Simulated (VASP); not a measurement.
# W3I (P6_3/mmc) in VASP: notebook

W3I is run at these levels: PBE; tasks: single point.

All numbers are computed with VASP 6.6.1; they aren't measurements. Logs are shortened: lines on timing, memory, paths and dates and some standing lists are left out, and cuts for length are marked.

### Step 1. The cell of the first run

The structure is hexagonal, space group P6_3/mmc (No. 194). The conventional cell has a = 6.918 Å, b = 6.918 Å, c = 4.315 Å, α = 90.00°, β = 90.00°, γ = 120.00°. Within 3.5 Å of W (site symmetry mm2) lie 6 W at 2.65 to 2.67 Å and 4 I at 3.27 to 3.49 Å. Within 4.6 Å of I (site symmetry -6m2) lie 12 W at 3.27 to 3.49 Å and 8 I at 4.31 to 4.54 Å.

### Step 2. Single point, PBE

INCAR reads:

```
ALGO = Fast
EDIFF = 1E-6
ENCUT = 520
GGA = PE
ISIF = 2
ISMEAR = 0
LASPH = T
LCHARG = T
LELF = T
LREAL = F
LVHAR = T
LWAVE = F
NBANDS = 59
NELM = 80
PREC = Accurate
SIGMA = 0.1
```

KPOINTS reads:

```
k-points
0
Gamma
  3 3 4
```

POSCAR reads:

```
W3I
1.0
    6.9177644764      0.0000000000      0.0000000000
   -3.4588822382      5.9909597739      0.0000000000
    0.0000000000      0.0000000000      4.3145647810
W I
6 2
Direct
    0.8712721263      0.7425442527      0.2500000000
    0.1287278737      0.8712721263      0.7500000000
    0.2574557473      0.1287278737      0.2500000000
    0.1287278737      0.2574557473      0.7500000000
    0.8712721263      0.1287278737      0.2500000000
    0.7425442527      0.8712721263      0.7500000000
    0.3333333333      0.6666666667      0.2500000000
    0.6666666667      0.3333333333      0.7500000000
```

Potentials or basis: VASP PAW PBE potentials, release 64 (W_sv, I).

On the command line:

```console
> cat potpaw_PBE.64/W_sv/POTCAR potpaw_PBE.64/I/POTCAR > POTCAR
> mpirun -np 1 vasp_std > vasp.out
```

OUTCAR:

```text
EDIFF = 1E-6
   ENCUT = 520
   GGA = PE
   ISIF = 2
   ISMEAR = 0
   LASPH = T
   LREAL = F
   NELM = 80
   PREC = Accurate

 ion  position               nearest neighbor table
   1  0.871  0.743  0.250-   6 2.65   6 2.65   2 2.65   2 2.65   5 2.67   3 2.67   8 3.27   8 3.27
                             7 3.49   7 3.49
   2  0.129  0.871  0.750-   3 2.65   3 2.65   1 2.65   1 2.65   4 2.67   6 2.67   7 3.27   7 3.27
                             8 3.49   8 3.49
   3  0.257  0.129  0.250-   4 2.65   4 2.65   2 2.65   2 2.65   1 2.67   5 2.67   8 3.27   8 3.27
                             7 3.49   7 3.49
   4  0.129  0.257  0.750-   3 2.65   3 2.65   5 2.65   5 2.65   2 2.67   6 2.67   7 3.27   7 3.27
                             8 3.49   8 3.49
   5  0.871  0.129  0.250-   6 2.65   6 2.65   4 2.65   4 2.65   1 2.67   3 2.67   8 3.27   8 3.27
                             7 3.49   7 3.49
   6  0.743  0.871  0.750-   1 2.65   1 2.65   5 2.65   5 2.65   4 2.67   2 2.67   7 3.27   7 3.27
                             8 3.49   8 3.49
   7  0.333  0.667  0.250-   2 3.27   2 3.27   4 3.27   4 3.27   6 3.27   6 3.27   5 3.49   3 3.49
                             3 3.49   5 3.49   1 3.49   1 3.49
   8  0.667  0.333  0.750-   5 3.27   5 3.27   1 3.27   1 3.27   3 3.27   3 3.27   2 3.49   6 3.49
                             6 3.49   2 3.49   4 3.49   4 3.49

  LATTYP: Found a hexagonal cell.
 ALAT       =     6.9177644764
 C/A-ratio  =     0.6236935061

  Lattice vectors:

 A1 = (   6.9177644764,   0.0000000000,   0.0000000000)
 A2 = (  -3.4588822382,   5.9909597739,   0.0000000000)
 A3 = (   0.0000000000,   0.0000000000,   4.3145647810)

Analysis of symmetry for initial positions (statically):
=====================================================================
 Subroutine PRICEL returns:
 Original cell was already a primitive cell.

 Routine SETGRP: Setting up the symmetry group for a
 hexagonal supercell.

 Subroutine GETGRP returns: Found 24 space group operations
 (whereof 12 operations were pure point group operations)
 out of a pool of 24 trial point group operations.

The static configuration has the point symmetry D_3d.
 The point group associated with its full space group is D_6h.

Analysis of symmetry for dynamics (positions and initial velocities):
=====================================================================
 Subroutine PRICEL returns:
 Original cell was already a primitive cell.

 Routine SETGRP: Setting up the symmetry group for a
 hexagonal supercell.

 Subroutine GETGRP returns: Found 24 space group operations
 (whereof 12 operations were pure point group operations)
 out of a pool of 24 trial point group operations.

[... 107 lines left out ...]
   PSTRESS=    0.0 pullay stress
   NELECT =      98.0000    total number of electrons
   NUPDOWN=      -1.0000    fix difference up-down
   EMIN   =  10.00;   EMAX   =-10.00  energy-range for DOS
   EFERMI =   0.00;   METHOD = LEGACY
   ISMEAR =     0;   SIGMA  =   0.10  broadening in eV -4-tet -1-fermi 0-gaus
   EFERMI_NEDOS =   21; number of points for ismear=-14 and -15
   IALGO  =     68    algorithm
   IMIX   =      4    mixing-type and parameters
     AMIX     =   0.40;   BMIX     =  1.00
     AMIX_MAG =   1.60;   BMIX_MAG =  1.00
  volume/ion in A,a.u.               =      22.35       150.84
  Fermi-wavevector in a.u.,A,eV,Ry     =   1.339730  2.531722 24.420760  1.794875
  Thomas-Fermi vector in A             =   2.468098
   LORBIT       =      0    0 simple, 1 ext, 2 COOP (PROOUT), +10 PAW based schemes
   GGA     = PE    functional components
   LHFCALC =     F    Hartree Fock is set to
   AEXX    =    0.0000 exact exchange contribution
   IVDW    =     0    specifies the selected vdW correction
   LEPSILON=     F    determine dielectric tensor
   LRPA    =     F    only Hartree local field effects (RPA)
 non-spin polarized calculation
 RMM-DIIS sequential band-by-band and
 Gauss-broadening in eV      SIGMA  =   0.10
  energy-cutoff  :      520.00
  volume of cell :      178.81
 maximum number of plane-waves:      4840
 NGX is ok and might be reduce to    54
   NGX = 25   NGY = 25   NGZ = 17

 number of electron      98.0000005 magnetization

 Free energy of the ion-electron system (eV)
  ---------------------------------------------------
  ext. energy  EPLUGINS =         0.00000000
  ---------------------------------------------------
  free energy    TOTEN  =       -70.29792945 eV

  energy without entropy =      -70.25121703  energy(sigma->0) =      -70.27457324

 E-fermi :   8.7514     XC(G=0): -11.3482

 val. band max:        8.7340726050   @ k =   0.0000   0.0000   0.2500
 cond. band min:       8.7995360739   @ k =   0.3333   0.0000   0.2500
 fundamental gap:      0.0654634689
 Fermi energy:         8.7514098545

 k-point     1 :       0.0000    0.0000    0.0000
  band No.  band energies     occupation
      1     -65.3698      2.00000
      2     -65.2658      2.00000
      3     -65.2658      2.00000
      4     -65.1938      2.00000
      5     -65.1783      2.00000
      6     -65.1783      2.00000
[... 547 lines left out ...]
     58      10.6266      0.00000
     59      10.6972      0.00000

------------------------ aborting loop because EDIFF is reached ----------------------------------------

  FORCE on cell =-STRESS in cart. coord.  units (eV):
  Direction    XX          YY          ZZ          XY          YZ          ZX
  --------------------------------------------------------------------------------------
  -------------------------------------------------------------------------------------
  Total        0.2526179      0.2526179      0.4212728      0.0000000      0.0000000      0.0000000
  in kB        2.2634741      2.2634741      3.7746339      0.0000000      0.0000000      0.0000000
  external PRESSURE =       2.7671940 kB  Pullay stress =       0.0000000 kB

 VOLUME and BASIS-vectors are now :
 -----------------------------------------------------------------------------
  energy-cutoff  :      520.00
  volume of cell :      178.81
      direct lattice vectors                 reciprocal lattice vectors
     6.917764476  0.000000000  0.000000000     0.144555370  0.083459081  0.000000000
    -3.458882238  5.990959774  0.000000000     0.000000000  0.166918163  0.000000000
     0.000000000  0.000000000  4.314564781     0.000000000  0.000000000  0.231773087

 POSITION                                       TOTAL-FORCE (eV/Angst)
 -----------------------------------------------------------------------------------
      3.45888      4.44855      1.07864         0.000000     -0.054816     -0.000000
     -2.12312      5.21976      3.23592         0.047472     -0.027408     -0.000000
      1.33576      0.77120      1.07864         0.047472      0.027408      0.000000
      0.00000      1.54241      3.23592        -0.000000      0.054816      0.000000
      5.58200      0.77120      1.07864        -0.047472      0.027408      0.000000
      2.12312      5.21976      3.23592        -0.047472     -0.027408     -0.000000
     -0.00000      3.99397      1.07864        -0.000000     -0.000000      0.000000
      3.45888      1.99699      3.23592         0.000000      0.000000      0.000000
 -----------------------------------------------------------------------------------
    total drift:                                0.000000     -0.000000      0.000000

  FREE ENERGIE OF THE ION-ELECTRON SYSTEM (eV)
  ---------------------------------------------------
  free  energy   TOTEN  =       -70.2979294477 eV

  energy  without entropy=      -70.2512170312  energy(sigma->0) =      -70.27457324
```

It took 2.9 min on 1 thread of Oxide Virtual Turin-like, shared host; peak memory 0.29 GiB.

Results:

- Free energy: -70.2979 eV
- Pressure: 0.3 GPa
- Largest force: 0.055 eV/Å
- Band gap on the k mesh: zero (bands 49 and 50 overlap by 0.63 eV)

Forces in eV/Å, atoms in the order of the input:
```
W    0.000 -0.055  0.000
W    0.047 -0.027  0.000
W    0.047  0.027  0.000
W    0.000  0.055  0.000
W   -0.047  0.027  0.000
W   -0.047 -0.027  0.000
I    0.000  0.000  0.000
I    0.000  0.000  0.000
```

Caveat: the k points lie up to 0.36 Å⁻¹ apart, too coarse for converged energies and pressures of a metal; spin-orbit coupling is left out, which moves the levels of the heavy elements.

### Step 3. Single point, PBE

This run uses another cell than the first one, of 22.96 Å³/atom.

INCAR reads:

```
PREC = Accurate
ENCUT = 520
EDIFF = 1E-7
ISMEAR = 0
SIGMA = 0.1
LREAL = F
LASPH = T
NELM = 60
ALGO = Fast
ISIF = 2
LWAVE = F
LCHARG = F
GGA = PE
NBANDS = 59
```

KPOINTS reads:

```
regular mesh
0
Gamma
  3 3 4
```

POSCAR reads:

```
W3I
1.0
    6.4170889254      0.0000000000      0.0000000000
   -3.2085444627      5.5573620278      0.0000000000
    0.0000000000      0.0000000000      5.1507039702
W I
6 2
Direct
    0.8330000000      0.6660000000      0.2500000000
    0.1670000000      0.8330000000      0.7500000000
    0.3340000000      0.1670000000      0.2500000000
    0.1670000000      0.3340000000      0.7500000000
    0.8330000000      0.1670000000      0.2500000000
    0.6660000000      0.8330000000      0.7500000000
    0.3333333333      0.6666666667      0.2500000000
    0.6666666667      0.3333333333      0.7500000000
```

Potentials or basis: VASP PAW PBE potentials, release 64 (W_sv, I).

On the command line:

```console
> cat potpaw_PBE.64/W_sv/POTCAR potpaw_PBE.64/I/POTCAR > POTCAR
> mpirun -np 1 vasp_std > vasp.out
```

Wall time 4.6 min (1 thread of Oxide Virtual Turin-like, shared host); peak memory 0.29 GiB.

It converged, with:

| Item | Value |
| --- | --- |
| Free energy | -63.9429 eV |
| Pressure | -27.3 GPa |
| Largest force | 1.279 eV/Å |
| Band gap on the k mesh | zero (bands 49 and 50 overlap by 0.33 eV) |

Forces in eV/Å, atoms in the order of the input:
```
W    0.000  1.279  0.000
W   -1.108  0.640  0.000
W   -1.108 -0.640  0.000
W    0.000 -1.279  0.000
W    1.108 -0.640  0.000
W    1.108  0.640  0.000
I    0.000  0.000  0.000
I    0.000  0.000  0.000
```

Stress tensor (GPa, compression positive):
```
-28.65   0.00   0.00
  0.00 -28.65   0.00
  0.00   0.00 -24.58
```

Levels at points of the mesh, in eV from the Fermi level:
```csv
k point,band 46,band 47,band 48,band 49,band 50,band 51,band 52,band 53
"(0.00, 0.00, 0.00)",-0.67,-0.47,-0.18,-0.18,0.52,0.52,0.85,0.85
"(0.00, 0.00, 0.50)",-1.09,0.04,0.04,0.04,0.04,0.38,0.38,0.74
```

Caveat: the k points lie up to 0.38 Å⁻¹ apart; spin-orbit coupling is left out, which moves the levels of the heavy elements; forces of over 1 eV/Å act on the atoms, so gaps and moduli don't describe the material at rest.

The gap in the log of VASP goes by the Fermi energy; the results here count the filled bands.